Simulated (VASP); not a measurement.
# Al16CN14 (a cell with a defect) in VASP: notebook

The runs below take Al16CN14 (a cell with a defect) through electric field gradients, with PBE.

Program: VASP 6.6.1. These are calculated values, not measurements. Logs are shortened: lines on timing, memory, paths and dates and some standing lists are left out, and cuts for length are marked.

## Step 1: The cell of the first run

The cell holds a defect, 31 atoms: a = 6.260 Å, b = 6.260 Å, c = 10.035 Å, α = 90.00°, β = 90.00°, γ = 120.00°.

## Step 2: Electric field gradients, PBE, collinear spin

INCAR

```
ALGO = Normal
EDIFF = 1E-8
ENCUT = 520
GGA = PE
GGA_COMPAT = False
ISIF = 2
ISMEAR = 0
ISPIN = 2
ISYM = -1
LASPH = True
LCHARG = False
LEFG = True
LORBIT = 11
LREAL = Auto
LWAVE = False
MAGMOM = 0.04 0 0 0 0.01 0 0 0.02 0 0 0 0 0.03 0 0 0 0.03 0.02 0 0 0.01 0 0 0 0.02 0 0 0.04 0.04 0 0
NBANDS = 86
NELECT = 123.0
NELM = 200
NUPDOWN = 1.0
PREC = Accurate
SIGMA = 0.01
```

KPOINTS

```
explicit points
1
Reciprocal
  0.25000000   0.25000000   0.25000000 1
```

POSCAR

```
Al16CN14
1.0
    6.2595139128      0.0000000578      0.0000000000
   -3.1297570064      5.4208980350      0.0000000000
    0.0000000000      0.0000000000     10.0348065929
Al N C
16 14 1
Direct
    0.3446310114      0.1637877386      0.2541679599
    0.1700403992      0.3371967670      0.4979622507
    0.3318806106      0.1640925740      0.7523224947
    0.1632240452      0.3305705607      1.0036252662
    0.3340263134      0.6833390173      0.2491713852
    0.1715141832      0.8389281696      0.4994873761
    0.3324304837      0.6673152952      0.7511206191
    0.1502833635      0.8189853782      1.0100342312
    0.8318458234      0.1652164409      0.2514750853
    0.6743435911      0.3411181963      0.4994881732
    0.8334797618      0.1664087854      0.7493443445
    0.6628859874      0.3294431336      0.9999067976
    0.8305943055      0.6584886431      0.2434406346
    0.6717449676      0.8355234527      0.4972562391
    0.8329993934      0.6664883367      0.7450364296
    0.6633669674      0.8327262073      0.9974995974
    0.3393547375      0.1754868250      0.4427281162
    0.1710100596      0.3319082928      0.1926570627
    0.3229338145      0.1582686676      0.9442154159
    0.1690803427      0.3329623153      0.6907178727
    0.3358657278      0.6729641274      0.4394207025
    0.3266368533      0.6652752442      0.9419177111
    0.1709739115      0.8337616572      0.6923644310
    0.8344210312      0.1702048675      0.4406937149
    0.6674735402      0.3269709567      0.1860011772
    0.8315779578      0.1673890483      0.9388464389
    0.6656546211      0.3287532290      0.6925920294
    0.6694601204      0.8337705217      0.1845612886
    0.8218654075      0.6621330977      0.9354704659
    0.6655433489      0.8327832883      0.6911081944
    0.8421906482      0.6744058297      0.4349841841
```

Potentials or basis: VASP PAW PBE potentials, release 64 (Al, N, C).

On the command line:

```bash
cat potpaw_PBE.64/Al/POTCAR potpaw_PBE.64/N/POTCAR potpaw_PBE.64/C/POTCAR > POTCAR
mpirun -np 1 vasp_std > vasp.out
```

OUTCAR:

```text
EDIFF = 1E-8
   ENCUT = 520
   GGA = PE
   ISIF = 2
   ISMEAR = 0
   ISPIN = 2
   ISYM = -1
   LASPH = True
   LORBIT = 11
   LREAL = Auto
   NELECT = 123.0
   NELM = 200
   NUPDOWN = 1.0
   PREC = Accurate

 ion  position               nearest neighbor table
   1  0.345  0.164  0.254-  25 1.88  17 1.89  18 1.95   5 2.98   6 3.03  10 3.04   9 3.05  13 3.07
                            12 3.08   8 3.08   2 3.09   4 3.14  13 3.19   9 3.21   5 3.29
   2  0.170  0.337  0.498-  17 1.88  24 1.91  21 1.91  20 1.93   9 3.08   1 3.09   7 3.11  11 3.11
                            10 3.12   6 3.12   5 3.12  14 3.13  14 3.13   3 3.13   6 3.14  10 3.14
   3  0.332  0.164  0.752-  23 1.89  20 1.90  27 1.91  19 1.93  12 3.06   6 3.09   4 3.11   7 3.11
                            15 3.12  11 3.13   2 3.13  11 3.13  15 3.14  10 3.14   7 3.15   8 3.19
   4  0.163  0.331  0.004-  19 1.90  18 1.90  26 1.91  22 1.92   9 3.07   8 3.10   3 3.11  11 3.12
                             5 3.12   7 3.12  16 3.12  12 3.13  12 3.13  16 3.14   1 3.14   8 3.16
   5  0.334  0.683  0.249-  21 1.91  28 1.93  18 1.99   8 2.96   1 2.98   6 3.05   9 3.07  13 3.08
                            14 3.09  16 3.09   4 3.12   2 3.12  13 3.19   9 3.19   1 3.29
   6  0.172  0.839  0.499-  21 1.89  31 1.90  17 1.91  23 1.94   1 3.03   5 3.05  15 3.07   3 3.09
                             7 3.10  10 3.11  14 3.12   2 3.12   2 3.14  14 3.14  10 3.15  13 3.17
   7  0.332  0.667  0.751-  23 1.87  30 1.90  20 1.91  22 1.91  16 3.05   6 3.10   2 3.11   3 3.11
                             4 3.12  15 3.12  11 3.13  11 3.13  15 3.14  14 3.14   3 3.15   8 3.17
   8  0.150  0.819  0.010-  22 1.92  29 1.93  19 1.95  13 2.91   5 2.96  12 3.06   1 3.08  16 3.09
                             4 3.10   4 3.16  15 3.17   7 3.17  16 3.17   3 3.19  12 3.20
   9  0.832  0.165  0.251-  25 1.89  24 1.90  28 1.92  18 1.93   1 3.05  14 3.05   5 3.07   4 3.07
[... 16 lines left out ...]
  18  0.171  0.332  0.193-   4 1.90   9 1.93   1 1.95   5 1.99
  19  0.323  0.158  0.944-   4 1.90  12 1.93   3 1.93   8 1.95
  20  0.169  0.333  0.691-   3 1.90   7 1.91  11 1.91   2 1.93
  21  0.336  0.673  0.439-   6 1.89   5 1.91  14 1.91   2 1.91
  22  0.327  0.665  0.942-  16 1.91   7 1.91   8 1.92   4 1.92
  23  0.171  0.834  0.692-   7 1.87   3 1.89  15 1.91   6 1.94
  24  0.834  0.170  0.441-  10 1.89   9 1.90  14 1.90   2 1.91
  25  0.667  0.327  0.186-  12 1.87   1 1.88   9 1.89  13 1.89
  26  0.832  0.167  0.939-  12 1.89  11 1.90  16 1.91   4 1.91
  27  0.666  0.329  0.693-  11 1.88  15 1.90   3 1.91  10 1.94
  28  0.669  0.834  0.185-  16 1.88  13 1.92   9 1.92   5 1.93
  29  0.822  0.662  0.935-  16 1.89  15 1.91  12 1.92   8 1.93
  30  0.666  0.833  0.691-  15 1.89  11 1.90   7 1.90  14 1.95
  31  0.842  0.674  0.435-   6 1.90  14 1.90  10 1.92  13 1.92

IMPORTANT INFORMATION: All symmetrisations will be switched off!
NOSYMM: (Re-)initialisation of all symmetry stuff for point group C_1.

----------------------------------------------------------------------------------------

                                     Primitive cell

  volume of cell :     340.5029

  direct lattice vectors                    reciprocal lattice vectors
     6.259513913  0.000000058  0.000000000     0.159756813  0.092235641  0.000000000
    -3.129757006  5.420898035  0.000000000    -0.000000002  0.184471279  0.000000000
     0.000000000  0.000000000 10.034806593     0.000000000  0.000000000  0.099653141

  length of vectors
     6.259513913  6.259513913 10.034806593     0.184471279  0.184471279  0.099653141

  position of ions in fractional coordinates (direct lattice)
     0.344631011  0.163787739  0.254167960
     0.170040399  0.337196767  0.497962251
     0.331880611  0.164092574  0.752322495
     0.163224045  0.330570561  0.003625266
     0.334026313  0.683339017  0.249171385
     0.171514183  0.838928170  0.499487376
[... 23 lines left out ...]
     0.665543349  0.832783288  0.691108194
     0.842190648  0.674405830  0.434984184

  ion indices of the primitive-cell ions
   primitive index   ion index
                 1           1
                 2           2
                 3           3
                 4           4
                 5           5
                 6           6
[... 23 lines left out ...]
                30          30
                31          31

----------------------------------------------------------------------------------------

 KPOINTS: explicit points

Read explicit list of k-points.

 Found      1 k-points:

 Following reciprocal coordinates:
            Coordinates               Weight
  0.250000  0.250000  0.250000      1.000000
   k-points           NKPTS =      1   k-points in BZ     NKDIM =      1   number of bands    NBANDS=     86
   number of dos      NEDOS =    301   number of ions     NIONS =     31
   total plane-waves  NPLWV = 184320
[... 58 lines left out ...]
  ext. energy  EPLUGINS =         0.00000000
  ---------------------------------------------------
  free energy    TOTEN  =      -216.63939120 eV

  energy without entropy =     -216.63939120  energy(sigma->0) =     -216.63939120

 E-fermi :   6.4788     XC(G=0): -10.8009

 val. band max:        8.5262899845   @ k =   0.2500   0.2500   0.2500
 cond. band min:       9.5082588743   @ k =   0.2500   0.2500   0.2500
 fundamental gap:      0.9819688898
 Fermi energy:         8.6309496413

 spin component 1

 k-point     1 :       0.2500    0.2500    0.2500
  band No.  band energies     occupation
      1      -8.7253      1.00000
      2      -8.2376      1.00000
      3      -8.1492      1.00000
      4      -8.0455      1.00000
      5      -7.7736      1.00000
      6      -7.6715      1.00000
[... 65 lines left out ...]
     72      12.6385      0.00000
     73      12.7363      0.00000
 Fermi energy:         6.4787875009

 spin component 2

 k-point     1 :       0.2500    0.2500    0.2500
  band No.  band energies     occupation
      1      -8.7087      1.00000
      2      -8.2164      1.00000
      3      -8.1356      1.00000
      4      -8.0237      1.00000
      5      -7.7535      1.00000
      6      -7.6503      1.00000
[... 65 lines left out ...]
     72      12.6590      0.00000
     73      12.8115      0.00000
 [bands above 73 left out]

------------------------ aborting loop because EDIFF is reached ----------------------------------------

  FORCE on cell =-STRESS in cart. coord.  units (eV):
  Direction    XX          YY          ZZ          XY          YZ          ZX
  --------------------------------------------------------------------------------------
  -------------------------------------------------------------------------------------
  Total       14.4335522      7.1489298     15.7475064     -4.1274870      2.6281346      2.3377850
  in kB       67.9145699     33.6380458     74.0971526    -19.4211724     12.3662301     11.0000410
  external PRESSURE =      58.5499228 kB  Pullay stress =       0.0000000 kB

 VOLUME and BASIS-vectors are now :
 -----------------------------------------------------------------------------
  energy-cutoff  :      520.00
  volume of cell :      340.50
      direct lattice vectors                 reciprocal lattice vectors
     6.259513913  0.000000058  0.000000000     0.159756813  0.092235641  0.000000000
    -3.129757006  5.420898035  0.000000000    -0.000000002  0.184471279  0.000000000
     0.000000000  0.000000000 10.034806593     0.000000000  0.000000000  0.099653141

 POSITION                                       TOTAL-FORCE (eV/Angst)
 -----------------------------------------------------------------------------------
      1.64461      0.88788      2.55053        -0.012238     -0.004269      0.005810
      0.00903      1.82791      4.99695        -0.006782      0.008281      0.003900
      1.56384      0.88953      7.54941        -0.000254     -0.000544     -0.000386
     -0.01290      1.79199      0.03638        -0.002513      0.002155      0.007395
     -0.04784      3.70431      2.50039         0.006948      0.012015     -0.004339
     -1.55205      4.54774      5.01226        -0.001354      0.004892      0.007037
[... 23 lines left out ...]
      1.55957      4.51443      6.93514        -0.006310      0.002167     -0.012506
      3.16098      3.65589      4.36498         0.004440      0.003082     -0.003948
 -----------------------------------------------------------------------------------
    total drift:                               -0.003350     -0.004379      0.014190

  FREE ENERGIE OF THE ION-ELECTRON SYSTEM (eV)
  ---------------------------------------------------
  free  energy   TOTEN  =      -216.6393912021 eV

  energy  without entropy=     -216.6393912021  energy(sigma->0) =     -216.63939120

 Electric field gradients (V/A^2)
---------------------------------------------------------------------
 ion       V_xx      V_yy      V_zz      V_xy      V_xz      V_yz
---------------------------------------------------------------------
   1      -8.803    13.306    -4.503     2.012    10.933     8.329
   2     -10.100     1.760     8.341     7.613    -1.958     0.904
   3      -3.801    -1.335     5.137     6.121     4.064    -1.448
   4      -1.729     5.660    -3.930     7.231    -3.960     0.687
   5      11.021     1.495   -12.516    -3.336    11.792    -2.328
   6     -17.983     4.898    13.085    -4.368   -12.007    -4.254
[... 23 lines left out ...]
  30      -1.315     9.300    -7.986    10.980    -1.548    -0.842
  31      -5.458    -0.399     5.857     7.209    -8.398    -3.234
---------------------------------------------------------------------

 Electric field gradients after diagonalization (V/A^2)
 (convention: |V_zz| > |V_xx| > |V_yy|)
----------------------------------------------------------------------
 ion       V_xx      V_yy      V_zz     asymmetry (V_yy - V_xx)/ V_zz
----------------------------------------------------------------------
   1      18.073     0.204   -18.277       0.978
   2       8.549     5.479   -14.028       0.219
   3       6.855     3.065    -9.920       0.382
   4      -8.983    -1.268    10.250       0.753
   5      16.937     0.512   -17.449       0.941
   6      17.750     5.421   -23.170       0.532
[... 23 lines left out ...]
  30      -9.007    -7.278    16.286       0.106
  31     -12.246    -1.130    13.376       0.831
----------------------------------------------------------------------

           NMR quadrupolar parameters

 Cq : quadrupolar parameter    Cq=e*Q*V_zz/h
 eta: asymmetry parameters     (V_yy - V_xx)/ V_zz
 Q  : nuclear electric quadrupole moment in mb (millibarn)
----------------------------------------------------------------------
 ion       Cq(MHz)       eta       Q (mb)
----------------------------------------------------------------------
   1      -0.044       0.978       1.000
   2      -0.034       0.219       1.000
   3      -0.024       0.382       1.000
   4       0.025       0.753       1.000
   5      -0.042       0.941       1.000
   6      -0.056       0.532       1.000
[... 23 lines left out ...]
  30       0.039       0.106       1.000
  31       0.032       0.831       1.000
----------------------------------------------------------------------

 total charge

# of ion       s       p       d       tot
------------------------------------------
    1        0.384   0.411   0.000   0.795
    2        0.375   0.429   0.000   0.804
    3        0.376   0.432   0.000   0.808
    4        0.376   0.434   0.000   0.810
    5        0.375   0.381   0.000   0.756
    6        0.392   0.452   0.000   0.844
[... 23 lines left out ...]
   30        1.232   2.612   0.000   3.844
   31        0.864   1.676   0.000   2.540
--------------------------------------------------
tot         24.237  45.086   0.000  69.323

 magnetization (x)

# of ion       s       p       d       tot
------------------------------------------
    1        0.038   0.044   0.000   0.082
    2        0.001   0.003   0.000   0.004
    3        0.000   0.000   0.000   0.000
    4       -0.000   0.000   0.000  -0.000
    5        0.002   0.011   0.000   0.013
    6       -0.000  -0.000   0.000  -0.000
[... 23 lines left out ...]
   30        0.001   0.001   0.000   0.002
   31        0.000  -0.001   0.000  -0.001
--------------------------------------------------
tot          0.118   0.208   0.000   0.326
```

Wall time 2.7 min (1 thread of AMD EPYC 7R13 (Zen 3), shared host); peak memory 0.55 GiB.

Results:

* Free energy: -216.6394 eV
* Largest force: 0.019 eV/Å
* Net moment: 1.00 μB per cell
* Site moments: Al +0.08, +0.00, -0.00, +0.01, +0.02, +0.06 (each value once); N +0.03, +0.01, -0.00, +0.00, +0.04 (each value once); C -0.00 μB
* Largest electric field gradient by atom: Al -18.3, -14.0, -9.9, +10.2, -17.4, -23.2, -12.6, +13.0, +11.9, -21.8, -10.7, +12.6, +34.2, -30.1, -12.5, +9.8; N +9.2, +22.1, +18.8, +14.1, -19.0, -14.1, +16.2, +17.0, -7.7, +16.6, +16.0, +20.2, +17.2, +16.3; C +13.4 V/Å²
* Valence electrons inside the program's atomic spheres: Al 0.80, 0.81, 0.76, 0.84, 0.78, 0.82 (each value once); N 3.85, 3.80, 3.82, 3.84, 3.83, 3.86, 3.88 (each value once); C 2.54

Forces on the atoms (eV/Å):
```
Al  -0.012 -0.004  0.006
Al  -0.007  0.008  0.004
Al   0.000 -0.001  0.000
Al  -0.003  0.002  0.007
Al   0.007  0.012 -0.004
Al  -0.001  0.005  0.007
Al   0.005 -0.008 -0.004
Al  -0.007  0.009 -0.016
Al   0.011  0.008 -0.006
Al   0.000 -0.007  0.011
Al   0.010 -0.001  0.005
Al  -0.005 -0.003 -0.005
Al  -0.011  0.001  0.000
Al  -0.007  0.004  0.009
Al   0.007 -0.002  0.002
Al  -0.004 -0.002 -0.007
N    0.005 -0.005  0.008
N   -0.008 -0.009 -0.002
N    0.010 -0.009  0.001
N   -0.003  0.003 -0.002
N    0.004 -0.007  0.008
N    0.006 -0.001  0.007
N   -0.005  0.001 -0.009
N    0.003 -0.002  0.005
N    0.010  0.010 -0.006
N    0.001 -0.004 -0.002
N   -0.006  0.006 -0.010
N   -0.002 -0.011  0.008
N    0.007  0.001  0.000
N   -0.006  0.002 -0.013
C    0.004  0.003 -0.004
```

Electric field gradients, principal values (V/Å²):
| atom | least | middle | greatest (by size) |
| --- | --- | --- | --- |
| 1 Al | 0.204 | 18.073 | -18.277 |
| 2 Al | 5.479 | 8.549 | -14.028 |
| 3 Al | 3.065 | 6.855 | -9.920 |
| 4 Al | -1.268 | -8.983 | 10.250 |
| 5 Al | 0.512 | 16.937 | -17.449 |
| 6 Al | 5.421 | 17.750 | -23.170 |
| 7 Al | 4.705 | 7.921 | -12.626 |
| 8 Al | -1.619 | -11.382 | 13.001 |
| 9 Al | -4.529 | -7.420 | 11.949 |
| 10 Al | 3.760 | 18.008 | -21.767 |
| 11 Al | 2.847 | 7.898 | -10.744 |
| 12 Al | -2.561 | -9.996 | 12.558 |
| 13 Al | -3.004 | -31.203 | 34.207 |
| 14 Al | 12.472 | 17.598 | -30.070 |
| 15 Al | 4.438 | 8.049 | -12.487 |
| 16 Al | -3.610 | -6.207 | 9.818 |
| 17 N | -1.862 | -7.381 | 9.244 |
| 18 N | -3.317 | -18.761 | 22.078 |
| 19 N | -5.904 | -12.940 | 18.844 |
| 20 N | -3.685 | -10.395 | 14.079 |
| 21 N | 4.851 | 14.104 | -18.955 |
| 22 N | 1.981 | 12.129 | -14.110 |
| 23 N | -4.551 | -11.660 | 16.211 |
| 24 N | -0.985 | -16.045 | 17.030 |
| 25 N | 1.532 | 6.212 | -7.744 |
| 26 N | -6.264 | -10.302 | 16.566 |
| 27 N | -5.491 | -10.493 | 15.983 |
| 28 N | -1.922 | -18.260 | 20.182 |
| 29 N | -7.160 | -10.041 | 17.201 |
| 30 N | -7.278 | -9.007 | 16.286 |
| 31 C | -1.130 | -12.246 | 13.376 |

Caveat: the cell carries a net charge on a neutralising background, which shifts energy and pressure; the cell is charged against a uniform background, so pressure and absolute levels hang on convention; without QUAD_EFG the Cq values of the log hold for a quadrupole moment of 1 mb, not for the nuclei; the total moment is fixed, so each spin has its own Fermi level and the state may be an excited one.

(Part 1 of 2 ends here.)
